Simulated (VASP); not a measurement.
# Cr (P6_3/mmc) in VASP: further runs

Cr is run at these levels: PBEsol, LDA; tasks: single point.

Everything below comes from runs of VASP 6.6.1. Logs are shortened: lines on timing, memory, paths and dates and some standing lists are left out, and cuts for length are marked.

### Step 1. The cell of the first run

Symmetry: P6_3/mmc, No. 194, hexagonal system. The conventional cell has a = 2.677 Å, b = 2.677 Å, c = 4.350 Å, α = 90.00°, β = 90.00°, γ = 120.00°. Within 3.5 Å of Cr (site symmetry -6m2) lie 12 Cr at 2.67 to 2.68 Å.

### Step 2. Single point, PBEsol, collinear spin, ferromagnetic start

File INCAR:

```
PREC = Accurate
ENCUT = 520
EDIFF = 1E-7
ISMEAR = -1
SIGMA = 0.05
LREAL = False
LASPH = True
NELM = 150
ALGO = Normal
ISIF = 2
LWAVE = False
LCHARG = False
ISPIN = 2
MAGMOM = 3 3
LORBIT = 11
LMAXMIX = 4
GGA = PS
NBANDS = 23
```

File KPOINTS:

```
regular mesh
0
Gamma
  11 11 6
```

File POSCAR:

```
Cr
1.0
    2.6773198279      0.0000000000      0.0000000000
   -1.3386599139      2.3186269850      0.0000000000
    0.0000000000      0.0000000000      4.3503980991
Cr
2
Direct
    0.6666666667      0.3333333333      0.7500000000
    0.3333333333      0.6666666667      0.2500000000
```

Potentials or basis: VASP PAW PBE potentials, release 64 (Cr_pv).

On the command line:

```console
$ cat potpaw_PBE.64/Cr_pv/POTCAR > POTCAR
$ mpirun -np 1 vasp_std > vasp.out
```

OUTCAR:

```text
PREC = Accurate
   ENCUT = 520
   EDIFF = 1E-7
   ISMEAR = -1
   LREAL = False
   LASPH = True
   NELM = 150
   ISIF = 2
   ISPIN = 2
   LORBIT = 11
   GGA = PS

 ion  position               nearest neighbor table
   1  0.667  0.333  0.750-   2 2.67   2 2.67   2 2.67   2 2.67   2 2.67   2 2.67
   2  0.333  0.667  0.250-   1 2.67   1 2.67   1 2.67   1 2.67   1 2.67   1 2.67

  LATTYP: Found a hexagonal cell.
 ALAT       =     2.6773198279
 C/A-ratio  =     1.6249078850

  Lattice vectors:

 A1 = (   2.6773198279,   0.0000000000,   0.0000000000)
 A2 = (  -1.3386599139,   2.3186269850,   0.0000000000)
 A3 = (   0.0000000000,   0.0000000000,   4.3503980991)

Analysis of symmetry for initial positions (statically):
=====================================================================
 Subroutine PRICEL returns:
 Original cell was already a primitive cell.

 Routine SETGRP: Setting up the symmetry group for a
 hexagonal supercell.

 Subroutine GETGRP returns: Found 24 space group operations
 (whereof 12 operations were pure point group operations)
 out of a pool of 24 trial point group operations.

The static configuration has the point symmetry D_3d.
 The point group associated with its full space group is D_6h.

Analysis of symmetry for dynamics (positions and initial velocities):
=====================================================================
 Subroutine PRICEL returns:
 Original cell was already a primitive cell.

 Routine SETGRP: Setting up the symmetry group for a
 hexagonal supercell.

 Subroutine GETGRP returns: Found 24 space group operations
 (whereof 12 operations were pure point group operations)
 out of a pool of 24 trial point group operations.

The dynamic configuration has the point symmetry D_3d.
 The point group associated with its full space group is D_6h.

Analysis of structural, dynamic, and magnetic symmetry:
=====================================================================
 Subroutine PRICEL returns:
 Original cell was already a primitive cell.

 Routine SETGRP: Setting up the symmetry group for a
 hexagonal supercell.

 Subroutine GETGRP returns: Found 24 space group operations
 (whereof 12 operations were pure point group operations)
 out of a pool of 24 trial point group operations.

The overall configuration has the point symmetry D_3d.
 The point group associated with its full space group is D_6h.

 Subroutine INISYM returns: Found 24 space group operations
 (whereof 12 operations are pure point group operations),
 and found     1 'primitive' translations

----------------------------------------------------------------------------------------

                                     Primitive cell

  volume of cell :      27.0060

  direct lattice vectors                    reciprocal lattice vectors
     2.677319828  0.000000000  0.000000000     0.373507860  0.215644864  0.000000000
    -1.338659914  2.318626985  0.000000000     0.000000000  0.431289727  0.000000000
     0.000000000  0.000000000  4.350398099     0.000000000  0.000000000  0.229864021

  length of vectors
     2.677319828  2.677319828  4.350398099     0.431289727  0.431289727  0.229864021

  position of ions in fractional coordinates (direct lattice)
     0.666666667  0.333333333  0.750000000
     0.333333333  0.666666667  0.250000000

  ion indices of the primitive-cell ions
   primitive index   ion index
                 1           1
                 2           2

----------------------------------------------------------------------------------------

 KPOINTS: regular mesh

Automatic generation of k-mesh.
 Grid dimensions read from file:
 generate k-points for:   11   11    6

 Generating k-lattice:

  Cartesian coordinates                     Fractional coordinates (reciprocal lattice)
     0.033955260  0.019604079  0.000000000     0.090909091 -0.000000000  0.000000000
     0.000000000  0.039208157  0.000000000     0.000000000  0.090909091  0.000000000
     0.000000000  0.000000000  0.038310670     0.000000000  0.000000000  0.166666667

  Length of vectors
     0.039208157  0.039208157  0.038310670

  Shift w.r.t. Gamma in fractional coordinates (k-lattice)
     0.000000000  0.000000000  0.000000000

 Subroutine IBZKPT returns following result:
 ===========================================

 Found     64 irreducible k-points:

 Following reciprocal coordinates:
            Coordinates               Weight
  0.000000  0.000000  0.000000      1.000000
  0.090909 -0.000000  0.000000      6.000000
  0.181818 -0.000000  0.000000      6.000000
  0.272727 -0.000000  0.000000      6.000000
  0.363636 -0.000000  0.000000      6.000000
  0.454545 -0.000000  0.000000      6.000000
[... 16 lines left out ...]
  0.090909  0.090909  0.166667     12.000000
  0.181818  0.090909  0.166667     24.000000
 [... further k-points ...]
   k-points           NKPTS =     64   k-points in BZ     NKDIM =     64   number of bands    NBANDS=     23
   number of dos      NEDOS =    301   number of ions     NIONS =      2
   total plane-waves  NPLWV =  12800
   dimension x,y,z NGX =    20 NGY =   20 NGZ =   32
   dimension x,y,z NGXF=    40 NGYF=   40 NGZF=   64
   ions per type =               2
   NGX,Y,Z   is equivalent  to a cutoff of  12.42, 12.42, 12.23 a.u.
   NGXF,Y,Z  is equivalent  to a cutoff of  24.84, 24.84, 24.46 a.u.
 SYSTEM =  unknown system
   PREC   = accura    normal or accurate (medium, high low for compatibility)
   ISTART =      0    job   : 0-new  1-cont  2-samecut
   ICHARG =      2    charge: 1-file 2-atom 10-const
   ISPIN  =      2    spin polarized calculation?
   LNONCOLLINEAR =      F non collinear calculations
   LSORBIT =      F    spin-orbit coupling
   LASPH  =      T    aspherical Exc in radial PAW
   ENCUT  =  520.0 eV  38.22 Ry    6.18 a.u.   4.98  4.98  8.09*2*pi/ulx,y,z
   NELM   =    150;   NELMIN=  2; NELMDL= -5     # of ELM steps
   EDIFF  = 0.1E-06   stopping-criterion for ELM
   LREAL  =      F    real-space projection
   EDIFFG = 0.1E-05   stopping-criterion for IOM
   NSW    =      0    number of steps for IOM
   IBRION =     -1    ionic relax: 0-MD 1-quasi-New 2-CG
   NFREE  =      0    steps in history (QN), initial steepest desc. (CG)
   ISIF   =      2    stress and relaxation
   ISYM   =      2    0-nonsym 1-usesym 2-fastsym
   POTIM  = 0.5000    time-step for ionic-motion
   TEBEG  =    0.0;   TEEND  =   0.0 temperature during run
   PSTRESS=    0.0 pullay stress
   NELECT =      24.0000    total number of electrons
   NUPDOWN=      -1.0000    fix difference up-down
   EMIN   =  10.00;   EMAX   =-10.00  energy-range for DOS
   EFERMI =   0.00;   METHOD = LEGACY
   ISMEAR =    -1;   SIGMA  =   0.05  broadening in eV -4-tet -1-fermi 0-gaus
   EFERMI_NEDOS =   21; number of points for ismear=-14 and -15
   IALGO  =     38    algorithm
   IMIX   =      4    mixing-type and parameters
     AMIX     =   0.40;   BMIX     =  1.00
     AMIX_MAG =   1.60;   BMIX_MAG =  1.00
  volume/ion in A,a.u.               =      13.50        91.12
  Fermi-wavevector in a.u.,A,eV,Ry     =   1.573953  2.974341 33.706111  2.477329
  Thomas-Fermi vector in A             =   2.675160
   LORBIT       =     11    0 simple, 1 ext, 2 COOP (PROOUT), +10 PAW based schemes
   GGA     = PS    functional components
   LHFCALC =     F    Hartree Fock is set to
   AEXX    =    0.0000 exact exchange contribution
   IVDW    =     0    specifies the selected vdW correction
   LEPSILON=     F    determine dielectric tensor
   LRPA    =     F    only Hartree local field effects (RPA)
 spin polarized calculation
  energy-cutoff  :      520.00
  volume of cell :       27.01
 maximum number of plane-waves:       756
 NGX is ok and might be reduce to    20
   NGX =  9   NGY =  9   NGZ = 17

 number of electron      23.9999982 magnetization       1.3113537

 Free energy of the ion-electron system (eV)
  ---------------------------------------------------
  ext. energy  EPLUGINS =         0.00000000
  ---------------------------------------------------
  free energy    TOTEN  =       -19.12758915 eV

  energy without entropy =      -19.09037772  energy(sigma->0) =      -19.10898344

 E-fermi :   8.5951     XC(G=0): -12.9198

 val. band max:        8.5945114170   @ k =   0.3636   0.0909   0.3333
 cond. band min:       8.5956173801   @ k =   0.1818  -0.0000   0.0000
 fundamental gap:      0.0011059631
 Fermi energy:         8.5950581638

 spin component 1

 k-point     1 :       0.0000    0.0000    0.0000
  band No.  band energies     occupation
      1     -34.6214      1.00000
      2     -34.2008      1.00000
      3     -34.2008      1.00000
      4     -34.1247      1.00000
      5     -34.1247      1.00000
      6     -34.0575      1.00000
[... 15 lines left out ...]
     22      26.7989      0.00000
     23      29.4781      0.00000
[... 575 lines left out ...]
      1     -34.5180      1.00000
      2     -34.3655      1.00000
      3     -34.3427      1.00000
      4     -34.2514      1.00000
      5     -34.1758      1.00000
      6     -34.1117      1.00000
[... 15 lines left out ...]
     22      22.0753      0.00000
     23      23.9976      0.00000

 [... further k-points ...]

 spin component 2

 k-point     1 :       0.0000    0.0000    0.0000
  band No.  band energies     occupation
      1     -34.0541      1.00000
      2     -33.5869      1.00000
      3     -33.5869      1.00000
      4     -33.5100      1.00000
      5     -33.5100      1.00000
      6     -33.4822      1.00000
[... 15 lines left out ...]
     22      26.9463      0.00000
     23      29.6700      0.00000
[... 575 lines left out ...]
      1     -33.9451      1.00000
      2     -33.7579      1.00000
      3     -33.7344      1.00000
      4     -33.6397      1.00000
      5     -33.5621      1.00000
      6     -33.5331      1.00000
[... 15 lines left out ...]
     22      22.4153      0.00000
     23      24.3296      0.00000

 [... further k-points ...]
[... 5 lines left out ...]
  --------------------------------------------------------------------------------------
  -------------------------------------------------------------------------------------
  Total       -5.2132191     -5.2132191     -4.0812495     -0.0000000      0.0000000      0.0000000
  in kB     -309.2832634   -309.2832634   -242.1272034     -0.0000000      0.0000000      0.0000000
  external PRESSURE =    -286.8979100 kB  Pullay stress =       0.0000000 kB

 VOLUME and BASIS-vectors are now :
 -----------------------------------------------------------------------------
  energy-cutoff  :      520.00
  volume of cell :       27.01
      direct lattice vectors                 reciprocal lattice vectors
     2.677319828  0.000000000  0.000000000     0.373507860  0.215644864  0.000000000
    -1.338659914  2.318626985  0.000000000     0.000000000  0.431289727  0.000000000
     0.000000000  0.000000000  4.350398099     0.000000000  0.000000000  0.229864021

 POSITION                                       TOTAL-FORCE (eV/Angst)
 -----------------------------------------------------------------------------------
      1.33866      0.77288      3.26280         0.000000     -0.000000      0.000000
     -0.00000      1.54575      1.08760        -0.000000      0.000000      0.000000
 -----------------------------------------------------------------------------------
    total drift:                               -0.000000      0.000000     -0.000000

  FREE ENERGIE OF THE ION-ELECTRON SYSTEM (eV)
  ---------------------------------------------------
  free  energy   TOTEN  =       -19.1275891506 eV

  energy  without entropy=      -19.0903777215  energy(sigma->0) =      -19.10898344

 total charge

# of ion       s       p       d       tot
------------------------------------------
    1        0.388   6.300   4.088  10.776
    2        0.388   6.300   4.088  10.776
--------------------------------------------------
tot          0.776  12.600   8.176  21.552

 magnetization (x)

# of ion       s       p       d       tot
------------------------------------------
    1        0.001   0.019   0.587   0.607
    2        0.001   0.019   0.587   0.607
--------------------------------------------------
tot          0.002   0.039   1.174   1.215
```

It took 31 s on 1 thread of Intel Xeon 6975P-C (Granite Rapids), shared host; peak memory 0.18 GiB.

What came out:

* Free energy: -19.1276 eV
* Pressure: -28.7 GPa
* Net moment: 1.31 μB per cell
* Site moments: Cr +0.61 μB
* Valence electrons inside the program's atomic spheres: Cr 10.78

Stress tensor (GPa, compression positive):
```
-30.93   0.00   0.00
  0.00 -30.93   0.00
  0.00   0.00 -24.21
```

Caveat: the PAW data sets were made with another functional, which shifts forces and pressure a little.

### Step 3. Single point, LDA, collinear spin, ferromagnetic start

This run uses another cell than the first one, of 13.78 Å³/atom, 1.021 times its volume.

File INCAR:

```
SYSTEM = Cr
PREC = Accurate
ENCUT = 520
EDIFF = 1E-6
ISMEAR = -1
SIGMA = 0.05
LREAL = .FALSE.
LASPH = .TRUE.
NELM = 150
ALGO = Fast
ISIF = 2
LWAVE = .FALSE.
LCHARG = .TRUE.
ISPIN = 2
MAGMOM = 3 3
LORBIT = 11
LMAXMIX = 4
LELF = .TRUE.
LVHAR = .TRUE.
NBANDS = 23
```

File KPOINTS:

```
Automatic mesh
0
G
  11 11 6
  0 0 0
```

File POSCAR:

```
Cr
1.0
    2.6957846861      0.0000000000      0.0000000000
   -1.3478923430      2.3346180213      0.0000000000
    0.0000000000      0.0000000000      4.3804017928
Cr
2
Direct
    0.6666666667      0.3333333333      0.7500000000
    0.3333333333      0.6666666667      0.2500000000
```

Potentials or basis: VASP PAW LDA potentials, release 64 (Cr_pv).

On the command line:

```console
$ cat potpaw_LDA.64/Cr_pv/POTCAR > POTCAR
$ mpirun -np 1 vasp_std > vasp.out
```

OUTCAR:

```text
SYSTEM = Cr
   PREC = Accurate
   ENCUT = 520
   EDIFF = 1E-6
   ISMEAR = -1
   LREAL = .FALSE.
   LASPH = .TRUE.
   NELM = 150
   ISIF = 2
   ISPIN = 2
   LORBIT = 11

 ion  position               nearest neighbor table
   1  0.667  0.333  0.750-   2 2.69   2 2.69   2 2.69   2 2.69   2 2.69   2 2.69
   2  0.333  0.667  0.250-   1 2.69   1 2.69   1 2.69   1 2.69   1 2.69   1 2.69

  LATTYP: Found a hexagonal cell.
 ALAT       =     2.6957846861
 C/A-ratio  =     1.6249078850

  Lattice vectors:

 A1 = (   2.6957846861,   0.0000000000,   0.0000000000)
 A2 = (  -1.3478923430,   2.3346180213,   0.0000000000)
 A3 = (   0.0000000000,   0.0000000000,   4.3804017928)

[... 1469 lines left out ...]
  energy-cutoff  :      520.00
  volume of cell :       27.57
      direct lattice vectors                 reciprocal lattice vectors
     2.695784686  0.000000000  0.000000000     0.370949507  0.214167798  0.000000000
    -1.347892343  2.334618021  0.000000000     0.000000000  0.428335595  0.000000000
     0.000000000  0.000000000  4.380401793     0.000000000  0.000000000  0.228289560

 POSITION                                       TOTAL-FORCE (eV/Angst)
 -----------------------------------------------------------------------------------
      1.34789      0.77821      3.28530        -0.000000     -0.000000      0.000000
     -0.00000      1.55641      1.09510         0.000000      0.000000      0.000000
 -----------------------------------------------------------------------------------
    total drift:                               -0.000000      0.000000     -0.000000

  FREE ENERGIE OF THE ION-ELECTRON SYSTEM (eV)
  ---------------------------------------------------
  free  energy   TOTEN  =       -19.5998643721 eV

  energy  without entropy=      -19.5549708416  energy(sigma->0) =      -19.57741761

 total charge

# of ion       s       p       d       tot
------------------------------------------
    1        0.383   6.281   4.096  10.759
    2        0.383   6.281   4.096  10.759
--------------------------------------------------
tot          0.765  12.562   8.192  21.519

 magnetization (x)

# of ion       s       p       d       tot
------------------------------------------
    1       -0.000   0.000   0.001   0.001
    2       -0.000   0.000   0.001   0.001
--------------------------------------------------
tot         -0.000   0.000   0.002   0.002
```

OSZICAR:

```text
N       E                     dE             d eps       ncg     rms          rms(c)
DAV:   1     0.240555439248E+03    0.24056E+03   -0.13581E+04  5936   0.125E+03
DAV:   2    -0.137068648536E+02   -0.25426E+03   -0.24571E+03  5958   0.372E+02
DAV:   3    -0.216222408374E+02   -0.79154E+01   -0.78438E+01  7554   0.772E+01
[... 20 lines left out ...]
RMM:  24    -0.195998643439E+02   -0.62750E-06   -0.21226E-05  7175   0.303E-02    0.161E-03
RMM:  25    -0.195998643758E+02   -0.31828E-07   -0.15251E-05  6731   0.260E-02    0.155E-03
RMM:  26    -0.195998606925E+02    0.36833E-05   -0.20358E-04  9762   0.895E-02    0.485E-03
RMM:  27    -0.195998641295E+02   -0.34370E-05   -0.23912E-04  9912   0.953E-02    0.331E-03
RMM:  28    -0.195998643721E+02   -0.24260E-06   -0.83959E-06  5688   0.182E-02
   1 F= -.19599864E+02 E0= -.19577418E+02  d E =-.448935E-01  mag=    -0.0146
```

stdout:

```text
POSCAR found type information on POSCAR Cr
 POSCAR found :  1 types and       2 ions
 scaLAPACK will be used
 LDA part: xc-table for (Slater(with rela. corr.)+CA(PZ))
 , standard interpolation
 POSCAR, INCAR and KPOINTS ok, starting setup
 FFT: planning ... GRIDC
 FFT: planning ... GRID_SOFT
 FFT: planning ... GRID
 WAVECAR not read
 entering main loop
WARNING in EDDRMM: call to ZHEGV failed, returncode =   8  4     23
```

It took 60 s on 1 thread of Intel Xeon 6975P-C (Granite Rapids), shared host; peak memory 0.16 GiB.

Results:

```yaml
Free_energy: -19.5999 eV
Pressure: -37.3 GPa
Band_gap_on_the_k_mesh: zero (filled and empty bands overlap)
Net_moment: 0.00 μB per cell
Valence_electrons_inside_the_program's_atomic_spheres: Cr 10.76
```

Levels at points of the mesh, in eV from the Fermi level:
Spin up:
```tsv
k point	band 10	band 11	band 12	band 13	band 14	band 15
(0.00, 0.00, 0.00)	-0.32	-0.32	0.07	0.07	0.53	0.53
(0.00, 0.00, 0.50)	-0.86	-0.38	-0.38	-0.38	-0.38	1.47
```
Spin down:
| k point | band 9 | band 10 | band 11 | band 12 | band 13 | band 14 | band 15 | band 16 |
| --- | --- | --- | --- | --- | --- | --- | --- | --- |
| (0.00, 0.00, 0.00) | -0.33 | -0.32 | -0.32 | 0.07 | 0.07 | 0.53 | 0.53 | 0.68 |
| (0.00, 0.00, 0.50) | -0.86 | -0.86 | -0.38 | -0.38 | -0.38 | -0.38 | 1.47 | 1.47 |

Caveat: the starting moments collapsed, and a magnetic state may lie lower.

### Step 4. Single point, PBEsol, collinear spin, ferromagnetic start

This run uses another cell than the first one, of 13.78 Å³/atom, 1.021 times its volume.

File INCAR:

```
ALGO = Normal
EDIFF = 1E-6
ENCUT = 520
GGA = PS
ISIF = 2
ISMEAR = -1
ISPIN = 2
LASPH = True
LCHARG = False
LMAXMIX = 4
LORBIT = 11
LREAL = False
LWAVE = False
MAGMOM = 3 3
NBANDS = 23
NELM = 150
PREC = Accurate
SIGMA = 0.05
```

File KPOINTS:

```
k-points
0
Gamma
  11 11 6
```

POSCAR is that of step 3.

Potentials or basis: VASP PAW PBE potentials, release 64 (Cr_pv).

On the command line:

```console
$ cat potpaw_PBE.64/Cr_pv/POTCAR > POTCAR
$ mpirun -np 1 vasp_std > vasp.out
```

It took 31 s on 1 thread of Intel Xeon 6975P-C (Granite Rapids), shared host; peak memory 0.18 GiB.

It converged, with:

| Property | Result |
| --- | --- |
| Free energy | -19.0238 eV |
| Pressure | -30.5 GPa |
| Net moment | 1.53 μB per cell |
| Site moments | Cr +0.71 μB |
| Valence electrons inside the program's atomic spheres | Cr 10.74 |

Stress tensor (GPa, compression positive):
```
-32.31   0.00   0.00
  0.00 -32.31   0.00
  0.00   0.00 -26.91
```

Levels at points of the mesh, in eV from the Fermi level:
Spin up:
| k point | band 11 | band 12 | band 13 | band 14 | band 15 | band 16 |
| --- | --- | --- | --- | --- | --- | --- |
| (0.00, 0.00, 0.00) | -0.58 | -0.24 | -0.24 | 0.22 | 0.22 | 0.45 |
| (0.00, 0.00, 0.50) | -0.68 | -0.68 | -0.68 | -0.68 | 1.15 | 1.15 |
Spin down:
```tsv
k point	band 9	band 10	band 11	band 12	band 13	band 14
(0.00, 0.00, 0.00)	-0.04	0.02	0.02	0.41	0.41	0.71
(0.00, 0.00, 0.50)	-0.61	-0.61	-0.04	-0.04	-0.04	-0.04
```

Caveat: the PAW data sets were made with another functional, which shifts forces and pressure a little.

(Part 1 of 2 ends here.)
